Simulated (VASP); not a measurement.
# Br (P6/mmm) in VASP: relaxation of cell and atoms with PBE

Aim: the relaxation of cell and atoms of Br with PBE.

Program: VASP 6.6.1. These are calculated values, not measurements. Logs are shortened: lines on timing, memory, paths and dates and some standing lists are left out, and cuts for length are marked.

## Step 1: The cell of the first run

The structure is hexagonal, space group P6/mmm (No. 191). Conventional cell: a = 3.255 Å, b = 3.255 Å, c = 3.060 Å, α = 90.00°, β = 90.00°, γ = 120.00°. Br (site symmetry 6/mmm) has 8 Br at 3.06 to 3.26 Å within 4.0 Å.

## Step 2: Relaxation of cell and atoms, PBE

File INCAR:

```
ALGO = Normal ; EDIFF = 1E-6
EDIFFG = -0.005 ; ENCUT = 600
GGA = PE ; IBRION = 2
ISIF = 3 ; ISMEAR = -1
LASPH = True ; LCHARG = False
LREAL = False ; LWAVE = False
NELM = 100 ; NSW = 60
PREC = Accurate ; SIGMA = 0.1
```

File KPOINTS:

```
k-points
0
Gamma
  15 15 14
```

File POSCAR:

```
Br
1.0
    3.2552139605      0.0000000000      0.0000000000
   -1.6276069802      2.8190979845      0.0000000000
    0.0000000000      0.0000000000      3.0599011228
Br
1
Direct
    0.0000000000      0.0000000000      0.0000000000
```

Potentials or basis: VASP PAW PBE potentials, release 64 (Br).

Run with:

```
> cat potpaw_PBE.64/Br/POTCAR > POTCAR
> mpirun -np 1 vasp_std > vasp.out
```

OUTCAR:

```text
EDIFF = 1E-6
   EDIFFG = -0.005
   ENCUT = 600
   GGA = PE
   IBRION = 2
   ISIF = 3
   ISMEAR = -1
   LASPH = True
   LREAL = False
   NELM = 100
   NSW = 60
   PREC = Accurate

 ion  position               nearest neighbor table
   1  0.000  0.000  0.000-

  LATTYP: Found a hexagonal cell.
 ALAT       =     3.2552139605
 C/A-ratio  =     0.9400000000

  Lattice vectors:

 A1 = (   3.2552139605,   0.0000000000,   0.0000000000)
 A2 = (  -1.6276069802,   2.8190979845,   0.0000000000)
 A3 = (   0.0000000000,   0.0000000000,   3.0599011228)

Analysis of symmetry for initial positions (statically):
=====================================================================
 Subroutine PRICEL returns:
 Original cell was already a primitive cell.

 Routine SETGRP: Setting up the symmetry group for a
 hexagonal supercell.

 Subroutine GETGRP returns: Found 24 space group operations
 (whereof 24 operations were pure point group operations)
 out of a pool of 24 trial point group operations.

The static configuration has the point symmetry D_6h.

Analysis of symmetry for dynamics (positions and initial velocities):
=====================================================================
 Subroutine PRICEL returns:
 Original cell was already a primitive cell.

 Routine SETGRP: Setting up the symmetry group for a
 hexagonal supercell.

 Subroutine GETGRP returns: Found 24 space group operations
 (whereof 24 operations were pure point group operations)
 out of a pool of 24 trial point group operations.

The dynamic configuration has the point symmetry D_6h.

 Subroutine INISYM returns: Found 24 space group operations
 (whereof 24 operations are pure point group operations),
 and found     1 'primitive' translations

----------------------------------------------------------------------------------------

                                     Primitive cell

  volume of cell :      28.0800

  direct lattice vectors                    reciprocal lattice vectors
     3.255213960  0.000000000  0.000000000     0.307199469  0.177361696  0.000000000
    -1.627606980  2.819097984  0.000000000     0.000000000  0.354723392  0.000000000
     0.000000000  0.000000000  3.059901123     0.000000000  0.000000000  0.326807946

  length of vectors
     3.255213960  3.255213960  3.059901123     0.354723392  0.354723392  0.326807946

  position of ions in fractional coordinates (direct lattice)
     0.000000000  0.000000000  0.000000000

  ion indices of the primitive-cell ions
   primitive index   ion index
                 1           1

----------------------------------------------------------------------------------------

 KPOINTS: k-points

Automatic generation of k-mesh.
 Grid dimensions read from file:
 generate k-points for:   15   15   14

 Generating k-lattice:

  Cartesian coordinates                     Fractional coordinates (reciprocal lattice)
     0.020479965  0.011824113  0.000000000     0.066666667 -0.000000000  0.000000000
     0.000000000  0.023648226  0.000000000     0.000000000  0.066666667  0.000000000
     0.000000000  0.000000000  0.023343425     0.000000000  0.000000000  0.071428571

  Length of vectors
     0.023648226  0.023648226  0.023343425

  Shift w.r.t. Gamma in fractional coordinates (k-lattice)
     0.000000000  0.000000000  0.000000000

 Subroutine IBZKPT returns following result:
 ===========================================

 Found    216 irreducible k-points:

 Following reciprocal coordinates:
            Coordinates               Weight
  0.000000  0.000000  0.000000      1.000000
  0.066667  0.000000  0.000000      6.000000
  0.133333  0.000000  0.000000      6.000000
  0.200000 -0.000000  0.000000      6.000000
  0.266667  0.000000  0.000000      6.000000
  0.333333 -0.000000  0.000000      6.000000
[... 16 lines left out ...]
  0.333333  0.200000  0.000000     12.000000
  0.400000  0.200000  0.000000      6.000000
 [... further k-points ...]
   k-points           NKPTS =    216   k-points in BZ     NKDIM =    216   number of bands    NBANDS=      7
   number of dos      NEDOS =    301   number of ions     NIONS =      1
   total plane-waves  NPLWV =  18816
   dimension x,y,z NGX =    28 NGY =   28 NGZ =   24
   dimension x,y,z NGXF=    56 NGYF=   56 NGZF=   48
   ions per type =               1
   NGX,Y,Z   is equivalent  to a cutoff of  14.30, 14.30, 13.04 a.u.
   NGXF,Y,Z  is equivalent  to a cutoff of  28.60, 28.60, 26.08 a.u.
 SYSTEM =  unknown system
   PREC   = accura    normal or accurate (medium, high low for compatibility)
   ISTART =      0    job   : 0-new  1-cont  2-samecut
   ICHARG =      2    charge: 1-file 2-atom 10-const
   ISPIN  =      1    spin polarized calculation?
   LNONCOLLINEAR =      F non collinear calculations
   LSORBIT =      F    spin-orbit coupling
   LASPH  =      T    aspherical Exc in radial PAW
   ENCUT  =  600.0 eV  44.10 Ry    6.64 a.u.   6.50  6.50  6.11*2*pi/ulx,y,z
   NELM   =    100;   NELMIN=  2; NELMDL= -5     # of ELM steps
   EDIFF  = 0.1E-05   stopping-criterion for ELM
   LREAL  =      F    real-space projection
   EDIFFG = -.5E-02   stopping-criterion for IOM
   NSW    =     60    number of steps for IOM
   IBRION =      2    ionic relax: 0-MD 1-quasi-New 2-CG
   NFREE  =      1    steps in history (QN), initial steepest desc. (CG)
   ISIF   =      3    stress and relaxation
   ISYM   =      2    0-nonsym 1-usesym 2-fastsym
   POTIM  = 0.5000    time-step for ionic-motion
   TEBEG  =    0.0;   TEEND  =   0.0 temperature during run
   PSTRESS=    0.0 pullay stress
   NELECT =       7.0000    total number of electrons
   NUPDOWN=      -1.0000    fix difference up-down
   EMIN   =  10.00;   EMAX   =-10.00  energy-range for DOS
   EFERMI =   0.00;   METHOD = LEGACY
   ISMEAR =    -1;   SIGMA  =   0.10  broadening in eV -4-tet -1-fermi 0-gaus
   EFERMI_NEDOS =   21; number of points for ismear=-14 and -15
   IALGO  =     38    algorithm
   IMIX   =      4    mixing-type and parameters
     AMIX     =   0.40;   BMIX     =  1.00
     AMIX_MAG =   1.60;   BMIX_MAG =  1.00
  volume/ion in A,a.u.               =      28.08       189.49
  Fermi-wavevector in a.u.,A,eV,Ry     =   1.030327  1.947036 14.443592  1.061574
  Thomas-Fermi vector in A             =   2.164420
   LORBIT       =      0    0 simple, 1 ext, 2 COOP (PROOUT), +10 PAW based schemes
   GGA     = PE    functional components
   LHFCALC =     F    Hartree Fock is set to
   AEXX    =    0.0000 exact exchange contribution
   IVDW    =     0    specifies the selected vdW correction
   LEPSILON=     F    determine dielectric tensor
   LRPA    =     F    only Hartree local field effects (RPA)
 conjugate gradient relaxation of ions
 non-spin polarized calculation
  energy-cutoff  :      600.00
  volume of cell :       28.08
 maximum number of plane-waves:       960
 NGX is ok and might be reduce to    28
   NGX = 13   NGY = 13   NGZ = 13

--------------------------------------- Ionic step        1  -------------------------------------------

 number of electron       7.0000000 magnetization

 Free energy of the ion-electron system (eV)
  ---------------------------------------------------
  ext. energy  EPLUGINS =         0.00000000
  ---------------------------------------------------
  free energy    TOTEN  =        -1.15678475 eV

  energy without entropy =       -1.11169029  energy(sigma->0) =       -1.13423752

------------------------ aborting loop because EDIFF is reached ----------------------------------------

  FORCE on cell =-STRESS in cart. coord.  units (eV):
  Direction    XX          YY          ZZ          XY          YZ          ZX
  --------------------------------------------------------------------------------------
  -------------------------------------------------------------------------------------
  Total        0.4969568      0.4969568     -0.8770970      0.0000000     -0.0000000      0.0000000
  in kB       28.3551616     28.3551616    -50.0450474      0.0000000     -0.0000000      0.0000000
  external PRESSURE =       2.2217586 kB  Pullay stress =       0.0000000 kB
[... 86 lines left out ...]
  FREE ENERGIE OF THE ION-ELECTRON SYSTEM (eV)
  ---------------------------------------------------
  free  energy   TOTEN  =        -1.4993978409 eV

  energy  without entropy=       -1.4781004537  energy(sigma->0) =       -1.48874915

 E-fermi :   0.1480     XC(G=0):  -8.1084

 val. band max:        0.1473873410   @ k =   0.3333   0.0667   0.4286
 cond. band min:       0.1665981652   @ k =   0.1333   0.0667   0.5000
 fundamental gap:      0.0192108242
 Fermi energy:         0.1479539247

 k-point     1 :       0.0000    0.0000    0.0000
  band No.  band energies     occupation
      1     -15.6410      2.00000
      2      -1.5331      2.00000
      3      -1.5331      2.00000
      4       4.3734      0.00000
      5       5.4452      0.00000
      6      10.3989      0.00000
      7      10.3989      0.00000
[... 221 lines left out ...]
 k-point    24 :       0.4000    0.2000    0.0000
  band No.  band energies     occupation
      1     -15.3112      2.00000
      2      -3.5385      2.00000
      3      -2.6207      2.00000
      4       4.5416      0.00000
      5       8.2052      0.00000
      6      10.9736      0.00000
      7      13.2545      0.00000

 [... further k-points ...]

[... ionic steps 4 to 22 ...]

--------------------------------------- Ionic step       23  -------------------------------------------

 number of electron       7.0000001 magnetization

------------------------ aborting loop because EDIFF is reached ----------------------------------------
[... 65 lines left out ...]
--------------------------------------- Ionic step       25  -------------------------------------------

 number of electron       7.0000001 magnetization

 Free energy of the ion-electron system (eV)
  ---------------------------------------------------
  ext. energy  EPLUGINS =         0.00000000
  ---------------------------------------------------
  free energy    TOTEN  =        -1.55766076 eV

  energy without entropy =       -1.52713833  energy(sigma->0) =       -1.54239955

 E-fermi :  -0.7012     XC(G=0):  -7.6377

 val. band max:       -0.7045833495   @ k =   0.3333   0.0667   0.4286
 cond. band min:      -0.6869214804   @ k =   0.4000  -0.0000   0.4286
 fundamental gap:      0.0176618691
 Fermi energy:        -0.7011731235

 k-point     1 :       0.0000    0.0000    0.0000
  band No.  band energies     occupation
      1     -16.0569      2.00000
      2      -2.3177      2.00000
      3      -2.3177      2.00000
      4       3.2184      0.00000
      5       4.6341      0.00000
      6       9.5132      0.00000
      7       9.5132      0.00000
[... 221 lines left out ...]
 k-point    24 :       0.4000    0.2000    0.0000
  band No.  band energies     occupation
      1     -15.8307      2.00000
      2      -3.8935      2.00000
      3      -3.1598      2.00000
      4       3.3329      0.00000
      5       7.3488      0.00000
      6       9.6657      0.00000
      7      12.1990      0.00000

 [... further k-points ...]

------------------------ aborting loop because EDIFF is reached ----------------------------------------

  FORCE on cell =-STRESS in cart. coord.  units (eV):
  Direction    XX          YY          ZZ          XY          YZ          ZX
  --------------------------------------------------------------------------------------
  -------------------------------------------------------------------------------------
  Total       -0.0033576     -0.0033576     -0.0043733     -0.0000000     -0.0000000     -0.0000000
  in kB       -0.1509165     -0.1509165     -0.1965709     -0.0000000     -0.0000000     -0.0000000
  external PRESSURE =      -0.1661346 kB  Pullay stress =       0.0000000 kB
[... 16 lines left out ...]
  FREE ENERGIE OF THE ION-ELECTRON SYSTEM (eV)
  ---------------------------------------------------
  free  energy   TOTEN  =        -1.5576607589 eV

  energy  without entropy=       -1.5271383335  energy(sigma->0) =       -1.54239955

 reached required accuracy - stopping structural energy minimisation
```

Run time: 6.5 min. Hardware: 1 thread of Intel Xeon Platinum 8488C (Sapphire Rapids), shared host; peak memory 0.19 GiB.

What came out:

```yaml
Free_energy: -1.5577 eV
Relaxed_volume: 35.64 Å³/atom
Relaxed_cell: a = 3.979 Å, b = 3.979 Å, c = 2.599 Å, α = 90.00°, β = 90.00°, γ = 120.00°
Space_group_after_relaxing_to_0.05_Å: P6/mmm (No. 191)
Energy_gained_by_relaxing: 400.9 meV/atom
Ionic_steps: 25
Pressure_after_relaxing: 0.0 GPa
```

Step by step:
| step | energy change (eV) | largest force (eV/Å) | pressure (GPa) | volume (Å³) |
| --- | --- | --- | --- | --- |
| 1 | 0.0000 | 0.0000 | 0.22 | 28.08 |
| 2 | -0.0825 | 0.0000 | -0.08 | 28.20 |
| 3 | -0.3426 | 0.0000 | 3.46 | 28.06 |
| 4 | -0.3789 | 0.0000 | 2.37 | 30.57 |
| 5 | -0.3864 | 0.0000 | 2.05 | 32.11 |
| 6 | -0.3846 | 0.0000 | -1.47 | 35.03 |
| 7 | -0.3980 | 0.0000 | 0.15 | 33.45 |
| 8 | -0.3980 | 0.0000 | 0.18 | 33.42 |
| 9 | -0.3990 | 0.0000 | 0.13 | 33.80 |
| 10 | -0.4003 | 0.0000 | 0.05 | 34.55 |
| 11 | -0.4008 | 0.0000 | -0.06 | 36.06 |
| 12 | -0.4009 | 0.0000 | -0.02 | 35.58 |
| 13 | -0.4009 | 0.0000 | -0.01 | 35.62 |
| 14 | -0.4008 | 0.0000 | -0.04 | 35.84 |
| 15 | -0.4009 | 0.0000 | -0.03 | 35.67 |
| 16 | -0.4009 | 0.0000 | 0.06 | 35.61 |
| 17 | -0.4009 | 0.0000 | -0.02 | 35.65 |
| 18 | -0.4009 | 0.0000 | -0.03 | 35.65 |
| 19 | -0.4009 | 0.0000 | 0.02 | 35.63 |
| 20 | -0.4009 | 0.0000 | 0.00 | 35.64 |
| 21 | -0.4009 | 0.0000 | 0.01 | 35.64 |
| 22 | -0.4009 | 0.0000 | 0.00 | 35.65 |
| 23 | -0.4009 | 0.0000 | 0.00 | 35.65 |
| 24 | -0.4009 | 0.0000 | -0.03 | 35.64 |
| 25 | -0.4009 | 0.0000 | -0.02 | 35.64 |

Final structure:
```
CELL_PARAMETERS angstrom
3.97940 0.00000 0.00000
-1.98970 3.44626 0.00000
0.00000 0.00000 2.59915
ATOMIC_POSITIONS crystal
Br 0.00000 0.00000 0.00000
```

Caveat: the volume moved by over 15 % at a fixed basis, so the end points are rough; an odd number of electrons without spin polarisation forces a metal; a magnetic or distorted state may lie lower.
